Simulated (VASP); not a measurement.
Runs of VASP 6.6.1 on MoF. The structure is that of space group F-43m (No. 216), or close to it. The cells are those of the table. 

| task | level | U | cell | k mesh | cutoff (eV) | gap on the mesh (eV) | pressure (GPa) | moment (μB) |
| --- | --- | --- | --- | --- | --- | --- | --- | --- |
| single point | PBE | - | a = 3.454 Å, angles 60.0°, 2 atoms | 6 × 6 × 6 | 520 | none | 0.5 | 0.98 |
| single point | PBE | - | a = 3.455 Å, angles 60.0°, 2 atoms | 20 × 20 × 20 | 520 | none | (b) | 0.99 |
| relaxation of cell and atoms | PBE | - | relaxed from a = 3.421 Å, angles 60.0°, 2 atoms | 6 × 6 × 6 | 600 | none | 0.0 | 0.98 |
| single point | PBE | - | a = 3.421 Å, angles 60.0°, 2 atoms | 6 × 6 × 6 | 520 | none | 4.7 | (a) |
| single point | PBE+U | Mo d U = 3.0 eV | a = 3.455 Å, angles 60.0°, 2 atoms | 20 × 20 × 20 | 520 | none | 4.3 | 1.00 |

Alike in all rows: potentials or basis VASP PAW PBE potentials, release 64 (Mo_sv, F); spin collinear; smearing gaussian 0.1 eV.

Task: Estimate the missing entries.

Result: (a) 0.97; (b) 0.3.

Caveats: some runs use coarse meshes; the cell stands under pressure (at least some runs).

A k mesh can miss the band edges, and the runs leave out spin-orbit coupling on Mo.

A gap of «none» marks levels without a gap at the run's occupations.
